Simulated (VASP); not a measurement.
A run of VASP 6.6.1 is set up as follows.

INCAR

```
ALGO = Normal
EDIFF = 1E-6
ENCUT = 520
GGA = PS
ISIF = 2
ISMEAR = -1
ISPIN = 2
LASPH = True
LCHARG = False
LMAXMIX = 4
LORBIT = 11
LREAL = False
LWAVE = False
MAGMOM = 0 0 0 3 3 3
NBANDS = 46
NELM = 150
PREC = Accurate
SIGMA = 0.05
```

File KPOINTS:

```
k-points
0
Gamma
  6 6 7
```

The input POSCAR:

```
FeGe
1.0
    4.8969677789      0.0000000000      0.0000000000
   -2.4484838894      4.2408984980      0.0000000000
    0.0000000000      0.0000000000      3.9850959422
Ge Fe
3 3
Direct
    0.6666666667      0.3333333333      0.5000000000
    0.3333333333      0.6666666667      0.5000000000
    0.0000000000      0.0000000000      0.0000000000
    0.0000000000      0.5000000000      0.0000000000
    0.5000000000      0.5000000000      0.0000000000
    0.5000000000      0.0000000000      0.0000000000
```

Potentials or basis: VASP PAW PBE potentials, release 64 (Ge_d, Fe).

Command:

```bash
$ cat potpaw_PBE.64/Ge_d/POTCAR potpaw_PBE.64/Fe/POTCAR > POTCAR
$ mpirun -np 1 vasp_std > vasp.out
```

(1) Predict the net moment.

(2) What does it give for the site moments?

(3) Predict the pressure.

Answers

(1) 3.90 μB per cell.

(2) Ge -0.05, -0.07; Fe +1.36 μB.

(3) 0.1 GPa.

Caveat: the PAW data sets were made with another functional, which shifts forces and pressure a little.
